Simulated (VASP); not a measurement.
# Hg2H3F (P4mm) in VASP: notebook

Runs on Hg2H3F. Level: PBE. Tasks: relaxation of shape and atoms at fixed volume, single point, relaxation of cell and atoms.

Program: VASP 6.6.1. These are calculated values, not measurements. Logs are shortened: lines on timing, memory, paths and dates and some standing lists are left out, and cuts for length are marked.

## 1. The cell of the first run

The structure is tetragonal, space group P4mm (No. 99). The conventional cell has a = 4.349 Å, b = 4.349 Å, c = 7.525 Å, α = 90.00°, β = 90.00°, γ = 90.00°. Hg (site symmetry 4mm) has 5 H at 2.62 to 3.62 Å and 4 Hg at 3.46 Å and 1 F at 3.57 Å within 3.7 Å. Hg (site symmetry 4mm) has 8 H at 3.27 to 4.52 Å and 8 Hg at 3.46 to 4.35 Å and 4 F at 3.88 Å within 4.6 Å. Within 1.0 Å of H (site symmetry 4mm) lie 1 H at 0.76 Å. H (site symmetry 4mm) has 1 H at 0.76 Å within 1.0 Å. Within 1.3 Å of H (site symmetry 4mm) lie 1 F at 0.95 Å. F (site symmetry 4mm) has 1 H at 0.95 Å within 1.3 Å.

## 2. Relaxation of shape and atoms at fixed volume, PBE (23.72 Å³/atom)

File INCAR:

```
SYSTEM = Hg2H3F
  PREC = Accurate
  ENCUT = 600
  EDIFF = 1E-6
  ISMEAR = 0
  SIGMA = 0.02
  LREAL = .FALSE.
  LASPH = .TRUE.
  NELM = 80
  ALGO = Normal
  ISIF = 4
  LWAVE = .FALSE.
  LCHARG = .FALSE.
  GGA = PE
  IBRION = 2
  NSW = 50
  EDIFFG = -0.01
```

File KPOINTS:

```
regular mesh
0
G
  6 6 4
  0 0 0
```

File POSCAR:

```
Hg2H3F
1.0
    4.3485620951      0.0000000000      0.0000000000
    0.0000000000      4.3485620951      0.0000000000
    0.0000000000      0.0000000000      7.5248310039
Hg H F
2 3 1
Direct
    0.0000000000      0.0000000000      0.0151096536
    0.5000000000      0.5000000000      0.2271857091
    0.5000000000      0.5000000000      0.6611109627
    0.5000000000      0.5000000000      0.7620555628
    0.0000000000      0.0000000000      0.6675683849
    0.0000000000      0.0000000000      0.5409697269
```

Potentials or basis: VASP PAW PBE potentials, release 64 (Hg, H, F).

Run with:

```sh
cat potpaw_PBE.64/Hg/POTCAR potpaw_PBE.64/H/POTCAR potpaw_PBE.64/F/POTCAR > POTCAR
mpirun -np 1 vasp_std > vasp.out
```

OUTCAR:

```text
SYSTEM = Hg2H3F
   PREC = Accurate
   ENCUT = 600
   EDIFF = 1E-6
   ISMEAR = 0
   LREAL = .FALSE.
   LASPH = .TRUE.
   NELM = 80
   ISIF = 4
   GGA = PE
   IBRION = 2
   NSW = 50
   EDIFFG = -0.01

 ion  position               nearest neighbor table
   1  0.000  0.000  0.015-   2 3.46   2 3.46   2 3.46   2 3.46
   2  0.500  0.500  0.227-   1 3.46   1 3.46   1 3.46   1 3.46
   3  0.500  0.500  0.661-   4 0.76
   4  0.500  0.500  0.762-   3 0.76
   5  0.000  0.000  0.668-   6 0.95
   6  0.000  0.000  0.541-   5 0.95

  LATTYP: Found a simple tetragonal cell.
 ALAT       =     4.3485620951
 C/A-ratio  =     1.7304182025

  Lattice vectors:

 A1 = (   4.3485620951,   0.0000000000,   0.0000000000)
 A2 = (   0.0000000000,   4.3485620951,   0.0000000000)
 A3 = (   0.0000000000,   0.0000000000,   7.5248310039)

Analysis of symmetry for initial positions (statically):
=====================================================================
 Subroutine PRICEL returns:
 Original cell was already a primitive cell.

 Routine SETGRP: Setting up the symmetry group for a
 simple tetragonal supercell.

 Subroutine GETGRP returns: Found  8 space group operations
 (whereof  8 operations were pure point group operations)
 out of a pool of 16 trial point group operations.

The static configuration has the point symmetry C_4v.

Analysis of symmetry for dynamics (positions and initial velocities):
=====================================================================
 Subroutine PRICEL returns:
 Original cell was already a primitive cell.

 Routine SETGRP: Setting up the symmetry group for a
 simple tetragonal supercell.

 Subroutine GETGRP returns: Found  8 space group operations
 (whereof  8 operations were pure point group operations)
 out of a pool of 16 trial point group operations.

The dynamic configuration has the point symmetry C_4v.

 Subroutine INISYM returns: Found  8 space group operations
 (whereof  8 operations are pure point group operations),
 and found     1 'primitive' translations

----------------------------------------------------------------------------------------

                                     Primitive cell

  volume of cell :     142.2945

  direct lattice vectors                    reciprocal lattice vectors
     4.348562095  0.000000000  0.000000000     0.229961072  0.000000000  0.000000000
     0.000000000  4.348562095  0.000000000     0.000000000  0.229961072  0.000000000
     0.000000000  0.000000000  7.524831004     0.000000000  0.000000000  0.132893350

  length of vectors
     4.348562095  4.348562095  7.524831004     0.229961072  0.229961072  0.132893350

  position of ions in fractional coordinates (direct lattice)
     0.000000000  0.000000000  0.015109654
     0.500000000  0.500000000  0.227185709
     0.500000000  0.500000000  0.661110963
     0.500000000  0.500000000  0.762055563
     0.000000000  0.000000000  0.667568385
     0.000000000  0.000000000  0.540969727

  ion indices of the primitive-cell ions
   primitive index   ion index
                 1           1
                 2           2
                 3           3
                 4           4
                 5           5
                 6           6

----------------------------------------------------------------------------------------

 KPOINTS: regular mesh

Automatic generation of k-mesh.
 Grid dimensions read from file:
 generate k-points for:    6    6    4

 Generating k-lattice:

  Cartesian coordinates                     Fractional coordinates (reciprocal lattice)
     0.038326845  0.000000000  0.000000000     0.166666667  0.000000000  0.000000000
     0.000000000  0.038326845  0.000000000     0.000000000  0.166666667  0.000000000
     0.000000000  0.000000000  0.033223337     0.000000000  0.000000000  0.250000000

  Length of vectors
     0.038326845  0.038326845  0.033223337

  Shift w.r.t. Gamma in fractional coordinates (k-lattice)
     0.000000000  0.000000000  0.000000000

 Subroutine IBZKPT returns following result:
 ===========================================

 Found     30 irreducible k-points:

 Following reciprocal coordinates:
            Coordinates               Weight
  0.000000  0.000000  0.000000      1.000000
  0.166667  0.000000  0.000000      4.000000
  0.333333  0.000000  0.000000      4.000000
  0.500000  0.000000  0.000000      2.000000
  0.166667  0.166667  0.000000      4.000000
  0.333333  0.166667  0.000000      8.000000
[... 16 lines left out ...]
  0.333333  0.000000  0.500000      4.000000
  0.500000  0.000000  0.500000      2.000000
 [... further k-points ...]
   k-points           NKPTS =     30   k-points in BZ     NKDIM =     30   number of bands    NBANDS=     21
   number of dos      NEDOS =    301   number of ions     NIONS =      6
   total plane-waves  NPLWV =  77760
   dimension x,y,z NGX =    36 NGY =   36 NGZ =   60
   dimension x,y,z NGXF=    72 NGYF=   72 NGZF=  120
   ions per type =               2   3   1
   NGX,Y,Z   is equivalent  to a cutoff of  13.76, 13.76, 13.26 a.u.
   NGXF,Y,Z  is equivalent  to a cutoff of  27.53, 27.53, 26.51 a.u.
 SYSTEM =  Hg2H3F
   PREC   = accura    normal or accurate (medium, high low for compatibility)
   ISTART =      0    job   : 0-new  1-cont  2-samecut
   ICHARG =      2    charge: 1-file 2-atom 10-const
   ISPIN  =      1    spin polarized calculation?
   LNONCOLLINEAR =      F non collinear calculations
   LSORBIT =      F    spin-orbit coupling
   LASPH  =      T    aspherical Exc in radial PAW
   ENCUT  =  600.0 eV  44.10 Ry    6.64 a.u.   8.69  8.69 15.03*2*pi/ulx,y,z
   NELM   =     80;   NELMIN=  2; NELMDL= -5     # of ELM steps
   EDIFF  = 0.1E-05   stopping-criterion for ELM
   LREAL  =      F    real-space projection
   EDIFFG = -.1E-01   stopping-criterion for IOM
   NSW    =     50    number of steps for IOM
   IBRION =      2    ionic relax: 0-MD 1-quasi-New 2-CG
   NFREE  =      1    steps in history (QN), initial steepest desc. (CG)
   ISIF   =      4    stress and relaxation
   ISYM   =      2    0-nonsym 1-usesym 2-fastsym
   POTIM  = 0.5000    time-step for ionic-motion
   TEBEG  =    0.0;   TEEND  =   0.0 temperature during run
   PSTRESS=    0.0 pullay stress
   NELECT =      34.0000    total number of electrons
   NUPDOWN=      -1.0000    fix difference up-down
   EMIN   =  10.00;   EMAX   =-10.00  energy-range for DOS
   EFERMI =   0.00;   METHOD = LEGACY
   ISMEAR =     0;   SIGMA  =   0.02  broadening in eV -4-tet -1-fermi 0-gaus
   EFERMI_NEDOS =   21; number of points for ismear=-14 and -15
   IALGO  =     38    algorithm
   IMIX   =      4    mixing-type and parameters
     AMIX     =   0.40;   BMIX     =  1.00
     AMIX_MAG =   1.60;   BMIX_MAG =  1.00
  volume/ion in A,a.u.               =      23.72       160.04
  Fermi-wavevector in a.u.,A,eV,Ry     =   1.015871  1.919717 14.041121  1.031993
  Thomas-Fermi vector in A             =   2.149182
   LORBIT       =      0    0 simple, 1 ext, 2 COOP (PROOUT), +10 PAW based schemes
   GGA     = PE    functional components
   LHFCALC =     F    Hartree Fock is set to
   AEXX    =    0.0000 exact exchange contribution
   IVDW    =     0    specifies the selected vdW correction
   LEPSILON=     F    determine dielectric tensor
   LRPA    =     F    only Hartree local field effects (RPA)
 conjugate gradient relaxation of ions
 non-spin polarized calculation
 Gauss-broadening in eV      SIGMA  =   0.02
  energy-cutoff  :      600.00
  volume of cell :      142.29
 maximum number of plane-waves:      4798
 NGX is ok and might be reduce to    36
   NGX = 17   NGY = 17   NGZ = 31

--------------------------------------- Ionic step        1  -------------------------------------------

 number of electron      33.9999997 magnetization

 Free energy of the ion-electron system (eV)
  ---------------------------------------------------
  ext. energy  EPLUGINS =         0.00000000
  ---------------------------------------------------
  free energy    TOTEN  =       -15.04538194 eV

  energy without entropy =      -15.04538194  energy(sigma->0) =      -15.04538194

------------------------ aborting loop because EDIFF is reached ----------------------------------------

  FORCE on cell =-STRESS in cart. coord.  units (eV):
  Direction    XX          YY          ZZ          XY          YZ          ZX
  --------------------------------------------------------------------------------------
  -------------------------------------------------------------------------------------
  Total       -0.1308144     -0.1308144     -0.6495306      0.0000000     -0.0000000     -0.0000000
  in kB       -1.4729159     -1.4729159     -7.3134467      0.0000000     -0.0000000     -0.0000000
  external PRESSURE =      -3.4197595 kB  Pullay stress =       0.0000000 kB
[... 101 lines left out ...]
  FREE ENERGIE OF THE ION-ELECTRON SYSTEM (eV)
  ---------------------------------------------------
  free  energy   TOTEN  =       -15.0468725593 eV

  energy  without entropy=      -15.0468725593  energy(sigma->0) =      -15.04687256

[... ionic steps 4 to 32 ...]

--------------------------------------- Ionic step       33  -------------------------------------------

 number of electron      33.9999986 magnetization

------------------------ aborting loop because EDIFF is reached ----------------------------------------

  FORCE on cell =-STRESS in cart. coord.  units (eV):
  Direction    XX          YY          ZZ          XY          YZ          ZX
  --------------------------------------------------------------------------------------
  -------------------------------------------------------------------------------------
  Total       -0.1353446     -0.1353446     -0.1475173      0.0000000      0.0000000     -0.0000000
  in kB       -1.5239241     -1.5239241     -1.6609835      0.0000000      0.0000000     -0.0000000
  external PRESSURE =      -1.5696106 kB  Pullay stress =       0.0000000 kB
[... 65 lines left out ...]
  energy  without entropy=      -15.0483491385  energy(sigma->0) =      -15.04834914

--------------------------------------- Ionic step       35  -------------------------------------------

 number of electron      33.9999986 magnetization

 Free energy of the ion-electron system (eV)
  ---------------------------------------------------
  ext. energy  EPLUGINS =         0.00000000
  ---------------------------------------------------
  free energy    TOTEN  =       -15.04836116 eV

  energy without entropy =      -15.04836116  energy(sigma->0) =      -15.04836116

 E-fermi :  -2.6254     XC(G=0):  -6.8879

 val. band max:       -2.7088820101   @ k =   0.0000   0.0000   0.5000
 cond. band min:      -0.3122691483   @ k =   0.5000   0.5000   0.0000
 fundamental gap:      2.3966128618
 Fermi energy:        -2.6254016596

 k-point     1 :       0.0000    0.0000    0.0000
  band No.  band energies     occupation
      1     -26.6641      2.00000
      2     -10.1416      2.00000
      3      -7.7400      2.00000
      4      -7.6668      2.00000
      5      -7.5844      2.00000
      6      -7.5301      2.00000
[... 550 lines left out ...]
      5      -7.6211      2.00000
      6      -7.6091      2.00000
[... 13 lines left out ...]
     20       4.2615      0.00000
     21       4.4480      0.00000

 [... further k-points ...]

------------------------ aborting loop because EDIFF is reached ----------------------------------------

  FORCE on cell =-STRESS in cart. coord.  units (eV):
  Direction    XX          YY          ZZ          XY          YZ          ZX
  --------------------------------------------------------------------------------------
  -------------------------------------------------------------------------------------
  Total       -0.1395356     -0.1395356     -0.1720490      0.0000000      0.0000000      0.0000000
  in kB       -1.5711134     -1.5711134     -1.9372010      0.0000000      0.0000000      0.0000000
  external PRESSURE =      -1.6931426 kB  Pullay stress =       0.0000000 kB
[... 21 lines left out ...]
  FREE ENERGIE OF THE ION-ELECTRON SYSTEM (eV)
  ---------------------------------------------------
  free  energy   TOTEN  =       -15.0483611643 eV

  energy  without entropy=      -15.0483611643  energy(sigma->0) =      -15.04836116

 reached required accuracy - stopping structural energy minimisation
```

Wall time 15 min (1 thread of Intel Xeon Platinum 8259CL at 2.50GHz (Skylake/Cascade Lake), shared host); peak memory 0.35 GiB.

Results:

| Item | Value |
| --- | --- |
| Free energy | -15.0484 eV |
| Energy gained by relaxing | 0.5 meV/atom |
| Ionic steps | 35 |
| Pressure after relaxing | -0.2 GPa |
| Largest force after relaxing | 0.007 eV/Å |
| Band gap on the k mesh | 2.40 eV (least direct gap 2.88 eV) |

Forces on the atoms (eV/Å):
```
Hg   0.000  0.000  0.006
Hg   0.000  0.000 -0.006
H    0.000  0.000  0.004
H    0.000  0.000 -0.002
H    0.000  0.000  0.005
F    0.000  0.000 -0.007
```

Step by step:
```tsv
step	energy change (eV)	largest force (eV/Å)	pressure (GPa)	volume (Å³)
1	0.0000	0.2567	-0.34	142.29
2	0.0141	1.0262	0.38	142.29
3	-0.0015	0.0670	-0.17	142.29
4	-0.0012	0.1355	-0.19	142.29
5	-0.0016	0.0093	-0.18	142.29
6	-0.0016	0.0133	-0.18	142.29
7	-0.0017	0.0251	-0.17	142.29
8	-0.0020	0.0489	-0.16	142.29
9	-0.0023	0.0966	-0.14	142.29
10	-0.0022	0.1963	-0.09	142.29
11	-0.0023	0.1454	-0.11	142.29
12	-0.0023	0.1432	-0.11	142.29
13	-0.0024	0.1399	-0.11	142.29
14	-0.0024	0.1328	-0.12	142.29
15	-0.0025	0.1184	-0.13	142.29
16	-0.0026	0.0900	-0.14	142.29
17	-0.0028	0.0340	-0.16	142.29
18	-0.0028	0.0306	-0.16	142.29
19	-0.0028	0.0251	-0.16	142.29
20	-0.0028	0.0236	-0.15	142.29
21	-0.0028	0.0276	-0.15	142.29
22	-0.0028	0.0217	-0.16	142.29
23	-0.0028	0.0203	-0.17	142.29
24	-0.0028	0.0446	-0.18	142.29
25	-0.0028	0.0292	-0.17	142.29
26	-0.0028	0.0266	-0.17	142.29
27	-0.0028	0.0211	-0.17	142.29
28	-0.0029	0.0353	-0.18	142.29
29	-0.0029	0.0637	-0.18	142.29
30	-0.0029	0.0578	-0.18	142.29
31	-0.0029	0.0426	-0.17	142.29
32	-0.0030	0.0367	-0.16	142.29
33	-0.0030	0.0385	-0.16	142.29
34	-0.0030	0.0288	-0.16	142.29
35	-0.0030	0.0073	-0.17	142.29
```

Final structure:
```
Hg H F
1.0
     4.38726    0.00000    0.00000
     0.00000    4.38726    0.00000
     0.00000    0.00000    7.39268
Hg H F
2 3 1
Cartesian
  0.0000 0.0000 0.1132
  2.1936 2.1936 1.6627
  2.1936 2.1936 4.8871
  2.1936 2.1936 5.6390
  0.0000 0.0000 4.9469
  0.0000 0.0000 3.9976
```

Caveat: spin-orbit coupling is left out, which moves the levels of the heavy elements.

(Continued in part 2 of 3.)
